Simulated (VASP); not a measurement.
A run of VASP 6.6.1 is set up as follows.

Contents of INCAR:

```
SYSTEM = LaMg3
PREC = Accurate
ENCUT = 520
EDIFF = 1E-6
ISMEAR = -1
SIGMA = 0.1
LREAL = .False.
LASPH = .True.
NELM = 80
ALGO = Normal
ISIF = 2
LWAVE = .False.
LCHARG = .False.
GGA = CA
NBANDS = 16
```

File KPOINTS:

```
Automatic mesh
0
Gamma
  5 5 5
  0 0 0
```

POSCAR

```
LaMg3
1.0
    4.8263130000      0.0000000000      0.0000000000
    0.0000000000      4.8263130000      0.0000000000
    0.0000000000      0.0000000000      4.8263130000
La Mg
1 3
Direct
    0.0000000000     -0.0041439501      0.0000000000
    0.5000000000      0.5000000000      0.0000000000
    0.5000000000      0.0000000000      0.5000000000
    0.0000000000      0.5000000000      0.5000000000
```

Potentials or basis: VASP PAW LDA potentials, release 64 (La, Mg).

Command:

```console
$ cat potpaw_LDA.64/La/POTCAR potpaw_LDA.64/Mg/POTCAR > POTCAR
$ mpirun -np 1 vasp_std > vasp.out
```

Estimate the pressure.

-2.5 GPa.

What does it give for the largest force?

0.090 eV/Å.

Forces in eV/Å, atoms in the order of the input:
```
La   0.000  0.090  0.000
Mg   0.000 -0.040  0.000
Mg   0.000 -0.011  0.000
Mg   0.000 -0.040  0.000
```
